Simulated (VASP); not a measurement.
# Al2Cu3 (C2/c) in VASP: single point with PBE

Aim: the single point of Al2Cu3 with PBE.

All numbers are computed with VASP 6.6.1; they aren't measurements. Logs are shortened: lines on timing, memory, paths and dates and some standing lists are left out, and cuts for length are marked.

## 1. The cell of the first run

Symmetry: C2/c, No. 15, monoclinic system. Conventional cell: a = 9.058 Å, b = 4.530 Å, c = 6.799 Å, α = 90.00°, β = 110.40°, γ = 90.00°. Within 3.4 Å of Al (site symmetry 1) lie 9 Cu at 2.57 to 2.68 Å and 3 Al at 2.64 to 2.74 Å. Cu (site symmetry 1) has 6 Al at 2.60 to 2.68 Å and 6 Cu at 2.60 to 2.70 Å within 3.4 Å. Within 3.4 Å of Cu (site symmetry 2) lie 6 Al at 2.57 to 2.67 Å and 6 Cu at 2.65 to 2.70 Å.

## 2. Single point, PBE

Contents of INCAR:

```
SYSTEM = Al2Cu3
PREC = Accurate
ENCUT = 520
EDIFF = 1E-6
ISMEAR = 0
SIGMA = 0.1
LREAL = .FALSE.
LASPH = .TRUE.
NELM = 80
ALGO = Fast
ISIF = 2
LWAVE = .FALSE.
LCHARG = .TRUE.
GGA = PE
LELF = .TRUE.
LVHAR = .TRUE.
NBANDS = 50
```

Contents of KPOINTS:

```
regular mesh
0
G
  10 10 6
  0 0 0
```

Contents of POSCAR:

```
Al2Cu3
1.0
    4.5289327711     -2.2648238162     -0.0086547049
    4.5289327711      2.2648238162     -0.0086547049
   -2.3573671194      0.0000000000      6.3769144323
Al Cu
4 6
Direct
    0.0784878806      0.7206912892      0.5454828389
    0.7206912892      0.0784878806      0.0454828389
    0.2793087108      0.9215121194      0.9545171611
    0.9215121194      0.2793087108      0.4545171611
    0.1276968283      0.4709450631      0.8493509677
    0.4709450631      0.1276968283      0.3493509677
    0.5290549369      0.8723031717      0.6506490323
    0.8723031717      0.5290549369      0.1506490323
    0.6721543690      0.3278456310      0.7500000000
    0.3278456310      0.6721543690      0.2500000000
```

Potentials or basis: VASP PAW PBE potentials, release 64 (Al, Cu).

On the command line:

```sh
cat potpaw_PBE.64/Al/POTCAR potpaw_PBE.64/Cu/POTCAR > POTCAR
mpirun -np 1 vasp_std > vasp.out
```

OUTCAR:

```text
SYSTEM = Al2Cu3
   PREC = Accurate
   ENCUT = 520
   EDIFF = 1E-6
   ISMEAR = 0
   LREAL = .FALSE.
   LASPH = .TRUE.
   NELM = 80
   ISIF = 2
   GGA = PE

 ion  position               nearest neighbor table
   1  0.078  0.721  0.545-  10 2.57   6 2.60   5 2.62   9 2.62   4 2.64   6 2.65   7 2.65   8 2.66
                             4 2.66   9 2.67   7 2.68   3 2.74
   2  0.721  0.078  0.045-   9 2.57   5 2.60   6 2.62  10 2.62   3 2.64   5 2.65   8 2.65   7 2.66
                             3 2.66  10 2.67   8 2.68   4 2.74
   3  0.279  0.922  0.955-  10 2.57   8 2.60   7 2.62   9 2.62   2 2.64   8 2.65   5 2.65   6 2.66
                             2 2.66   9 2.67   5 2.68   1 2.74
   4  0.922  0.279  0.455-   9 2.57   7 2.60   8 2.62  10 2.62   1 2.64   7 2.65   6 2.65   5 2.66
                             1 2.66  10 2.67   6 2.68   2 2.74
   5  0.128  0.471  0.849-   2 2.60   8 2.60   1 2.62   7 2.63   7 2.63   9 2.65   2 2.65   9 2.65
                             3 2.65   4 2.66   3 2.68  10 2.70
   6  0.471  0.128  0.349-   1 2.60   7 2.60   2 2.62   8 2.63   8 2.63  10 2.65   1 2.65  10 2.65
                             4 2.65   3 2.66   4 2.68   9 2.70
   7  0.529  0.872  0.651-   4 2.60   6 2.60   3 2.62   5 2.63   5 2.63   9 2.65   4 2.65   9 2.65
                             1 2.65   2 2.66   1 2.68  10 2.70
   8  0.872  0.529  0.151-   3 2.60   5 2.60   4 2.62   6 2.63   6 2.63  10 2.65   3 2.65  10 2.65
                             2 2.65   1 2.66   2 2.68   9 2.70
   9  0.672  0.328  0.750-   2 2.57   4 2.57   3 2.62   1 2.62   7 2.65   5 2.65   7 2.65   5 2.65
                             3 2.67   1 2.67   8 2.70   6 2.70
  10  0.328  0.672  0.250-   1 2.57   3 2.57   4 2.62   2 2.62   8 2.65   6 2.65   8 2.65   6 2.65
                             4 2.67   2 2.67   5 2.70   7 2.70

  LATTYP: Found a base centered monoclinic cell.
 ALAT       =     9.0578820812
 B/A-ratio  =     0.5000780085
 C/A-ratio  =     0.7505830028
 COS(beta)  =    -0.3485301055

  Lattice vectors:

 A1 = (   4.5289327711,  -2.2648238162,  -0.0086547049)
 A2 = (   4.5289327711,   2.2648238162,  -0.0086547049)
 A3 = (  -2.3573671194,   0.0000000000,   6.3769144323)

Analysis of symmetry for initial positions (statically):
=====================================================================
 Subroutine PRICEL returns:
 Original cell was already a primitive cell.

 Routine SETGRP: Setting up the symmetry group for a
 base centered monoclinic supercell.

 Subroutine GETGRP returns: Found  4 space group operations
 (whereof  2 operations were pure point group operations)
 out of a pool of  4 trial point group operations.

The static configuration has the point symmetry S_2 .
 The point group associated with its full space group is C_2h.

Analysis of symmetry for dynamics (positions and initial velocities):
=====================================================================
 Subroutine PRICEL returns:
 Original cell was already a primitive cell.

 Routine SETGRP: Setting up the symmetry group for a
 base centered monoclinic supercell.

 Subroutine GETGRP returns: Found  4 space group operations
 (whereof  2 operations were pure point group operations)
 out of a pool of  4 trial point group operations.

The dynamic configuration has the point symmetry S_2 .
 The point group associated with its full space group is C_2h.

 Subroutine INISYM returns: Found  4 space group operations
 (whereof  2 operations are pure point group operations),
 and found     1 'primitive' translations

----------------------------------------------------------------------------------------

                                     Primitive cell

  volume of cell :     130.7266

  direct lattice vectors                    reciprocal lattice vectors
     4.528932771 -2.264823816 -0.008654705     0.110479332 -0.220767724  0.040841123
     4.528932771  2.264823816 -0.008654705     0.110479332  0.220767724  0.040841123
    -2.357367119  0.000000000  6.376914432     0.000299884  0.000000000  0.156926511

  length of vectors
     5.063668025  5.063668025  6.798692331     0.250224036  0.250224036  0.156926798

  position of ions in fractional coordinates (direct lattice)
     0.078487881  0.720691289  0.545482839
     0.720691289  0.078487881  0.045482839
     0.279308711  0.921512119  0.954517161
     0.921512119  0.279308711  0.454517161
     0.127696828  0.470945063  0.849350968
     0.470945063  0.127696828  0.349350968
     0.529054937  0.872303172  0.650649032
     0.872303172  0.529054937  0.150649032
     0.672154369  0.327845631  0.750000000
     0.327845631  0.672154369  0.250000000

  ion indices of the primitive-cell ions
   primitive index   ion index
                 1           1
                 2           2
                 3           3
                 4           4
                 5           5
                 6           6
                 7           7
                 8           8
                 9           9
                10          10

----------------------------------------------------------------------------------------

 KPOINTS: regular mesh

Automatic generation of k-mesh.
 Grid dimensions read from file:
 generate k-points for:   10   10    6

 Generating k-lattice:

  Cartesian coordinates                     Fractional coordinates (reciprocal lattice)
     0.011047933 -0.022076772  0.004084112     0.100000000  0.000000000 -0.000000000
     0.011047933  0.022076772  0.004084112     0.000000000  0.100000000 -0.000000000
     0.000049981  0.000000000  0.026154419    -0.000000000 -0.000000000  0.166666667

  Length of vectors
     0.025022404  0.025022404  0.026154466

  Shift w.r.t. Gamma in fractional coordinates (k-lattice)
     0.000000000  0.000000000  0.000000000

 Subroutine IBZKPT returns following result:
 ===========================================

 Found    172 irreducible k-points:

 Following reciprocal coordinates:
            Coordinates               Weight
  0.000000  0.000000  0.000000      1.000000
  0.100000 -0.000000 -0.000000      4.000000
  0.200000 -0.000000 -0.000000      4.000000
  0.300000 -0.000000  0.000000      4.000000
  0.400000 -0.000000 -0.000000      4.000000
  0.500000  0.000000  0.000000      2.000000
[... 16 lines left out ...]
  0.300000  0.300000  0.000000      2.000000
  0.400000  0.300000  0.000000      4.000000
 [... further k-points ...]
   k-points           NKPTS =    172   k-points in BZ     NKDIM =    172   number of bands    NBANDS=     50
   number of dos      NEDOS =    301   number of ions     NIONS =     10
   total plane-waves  NPLWV =  86400
   dimension x,y,z NGX =    40 NGY =   40 NGZ =   54
   dimension x,y,z NGXF=    80 NGYF=   80 NGZF=  108
   ions per type =               4   6
   NGX,Y,Z   is equivalent  to a cutoff of  13.13, 13.13, 13.20 a.u.
   NGXF,Y,Z  is equivalent  to a cutoff of  26.26, 26.26, 26.41 a.u.
 SYSTEM =  Al2Cu3
   PREC   = accura    normal or accurate (medium, high low for compatibility)
   ISTART =      0    job   : 0-new  1-cont  2-samecut
   ICHARG =      2    charge: 1-file 2-atom 10-const
   ISPIN  =      1    spin polarized calculation?
   LNONCOLLINEAR =      F non collinear calculations
   LSORBIT =      F    spin-orbit coupling
   LASPH  =      T    aspherical Exc in radial PAW
   ENCUT  =  520.0 eV  38.22 Ry    6.18 a.u.   9.42  9.42 12.64*2*pi/ulx,y,z
   NELM   =     80;   NELMIN=  2; NELMDL= -5     # of ELM steps
   EDIFF  = 0.1E-05   stopping-criterion for ELM
   LREAL  =      F    real-space projection
   EDIFFG = 0.1E-04   stopping-criterion for IOM
   NSW    =      0    number of steps for IOM
   IBRION =     -1    ionic relax: 0-MD 1-quasi-New 2-CG
   NFREE  =      0    steps in history (QN), initial steepest desc. (CG)
   ISIF   =      2    stress and relaxation
   ISYM   =      2    0-nonsym 1-usesym 2-fastsym
   POTIM  = 0.5000    time-step for ionic-motion
   TEBEG  =    0.0;   TEEND  =   0.0 temperature during run
   PSTRESS=    0.0 pullay stress
   NELECT =      78.0000    total number of electrons
   NUPDOWN=      -1.0000    fix difference up-down
   EMIN   =  10.00;   EMAX   =-10.00  energy-range for DOS
   EFERMI =   0.00;   METHOD = LEGACY
   ISMEAR =     0;   SIGMA  =   0.10  broadening in eV -4-tet -1-fermi 0-gaus
   EFERMI_NEDOS =   21; number of points for ismear=-14 and -15
   IALGO  =     68    algorithm
   IMIX   =      4    mixing-type and parameters
     AMIX     =   0.40;   BMIX     =  1.00
     AMIX_MAG =   1.60;   BMIX_MAG =  1.00
  volume/ion in A,a.u.               =      13.07        88.22
  Fermi-wavevector in a.u.,A,eV,Ry     =   1.378219  2.604457 25.844115  1.899489
  Thomas-Fermi vector in A             =   2.503301
   LORBIT       =      0    0 simple, 1 ext, 2 COOP (PROOUT), +10 PAW based schemes
   GGA     = PE    functional components
   LHFCALC =     F    Hartree Fock is set to
   AEXX    =    0.0000 exact exchange contribution
   IVDW    =     0    specifies the selected vdW correction
   LEPSILON=     F    determine dielectric tensor
   LRPA    =     F    only Hartree local field effects (RPA)
 non-spin polarized calculation
 RMM-DIIS sequential band-by-band and
 Gauss-broadening in eV      SIGMA  =   0.10
  energy-cutoff  :      520.00
  volume of cell :      130.73
 maximum number of plane-waves:      3546
 NGX is ok and might be reduce to    40
   NGX = 19   NGY = 19   NGZ = 25

 number of electron      77.9999994 magnetization

 Free energy of the ion-electron system (eV)
  ---------------------------------------------------
  ext. energy  EPLUGINS =         0.00000000
  ---------------------------------------------------
  free energy    TOTEN  =       -39.33270604 eV

  energy without entropy =      -39.32276077  energy(sigma->0) =      -39.32773341

 E-fermi :   8.4698     XC(G=0): -11.7386

 val. band max:        8.4697614395   @ k =  -0.2000   0.0000   0.1667
 cond. band min:       8.4708191170   @ k =  -0.2000   0.3000   0.1667
 fundamental gap:      0.0010576775
 Fermi energy:         8.4697812392

 k-point     1 :       0.0000    0.0000    0.0000
  band No.  band energies     occupation
      1      -2.3472      2.00000
      2       0.9361      2.00000
      3       1.3026      2.00000
      4       3.0290      2.00000
      5       3.3739      2.00000
      6       3.7816      2.00000
[... 42 lines left out ...]
     49      13.0223      0.00000
     50      14.1705      0.00000
[... 1217 lines left out ...]
     49      13.4421      0.00000
     50      13.8953      0.00000

 [... further k-points ...]
[... 5 lines left out ...]
  --------------------------------------------------------------------------------------
  -------------------------------------------------------------------------------------
  Total        0.1778187      0.2049152      0.2369999      0.0000000      0.0000000      0.0070186
  in kB        2.1793347      2.5114280      2.9046568      0.0000000      0.0000000      0.0860197
  external PRESSURE =       2.5318065 kB  Pullay stress =       0.0000000 kB

 VOLUME and BASIS-vectors are now :
 -----------------------------------------------------------------------------
  energy-cutoff  :      520.00
  volume of cell :      130.73
      direct lattice vectors                 reciprocal lattice vectors
     4.528932771 -2.264823816 -0.008654705     0.110479332 -0.220767724  0.040841123
     4.528932771  2.264823816 -0.008654705     0.110479332  0.220767724  0.040841123
    -2.357367119  0.000000000  6.376914432     0.000299884  0.000000000  0.156926511

 POSITION                                       TOTAL-FORCE (eV/Angst)
 -----------------------------------------------------------------------------------
      2.33353      1.45448      3.47158        -0.001441      0.007468      0.003116
      3.51221     -1.45448      0.28312        -0.001441     -0.007468      0.003116
      3.18829      1.45448      6.07648         0.001441      0.007468     -0.003116
      4.36697     -1.45448      2.88802         0.001441     -0.007468     -0.003116
      0.70898      0.77740      5.41106         0.004071     -0.000216      0.003354
      1.88766     -0.77740      2.22260         0.004071      0.000216      0.003354
      4.81284      0.77740      4.13700        -0.004071     -0.000216     -0.003354
      5.99152     -0.77740      0.94855        -0.004071      0.000216     -0.003354
      2.76091     -0.77980      4.77403         0.000000      0.001006     -0.000000
      3.93959      0.77980      1.58557         0.000000     -0.001006      0.000000
 -----------------------------------------------------------------------------------
    total drift:                               -0.000000     -0.000000      0.000000

  FREE ENERGIE OF THE ION-ELECTRON SYSTEM (eV)
  ---------------------------------------------------
  free  energy   TOTEN  =       -39.3327060385 eV

  energy  without entropy=      -39.3227607741  energy(sigma->0) =      -39.32773341
```

It took 15 min on 1 thread of Intel Xeon 6975P-C (Granite Rapids), shared host; peak memory 0.86 GiB.

Results:

```
Free energy            : -39.3327 eV
Pressure               : 0.3 GPa
Largest force          : 0.008 eV/Å
Band gap on the k mesh : zero (bands 39 and 40 overlap by 2.46 eV)
```

Forces in eV/Å, atoms in the order of the input:
```
Al  -0.001  0.007  0.003
Al  -0.001 -0.007  0.003
Al   0.001  0.007 -0.003
Al   0.001 -0.007 -0.003
Cu   0.004  0.000  0.003
Cu   0.004  0.000  0.003
Cu  -0.004  0.000 -0.003
Cu  -0.004  0.000 -0.003
Cu   0.000  0.001  0.000
Cu   0.000 -0.001  0.000
```
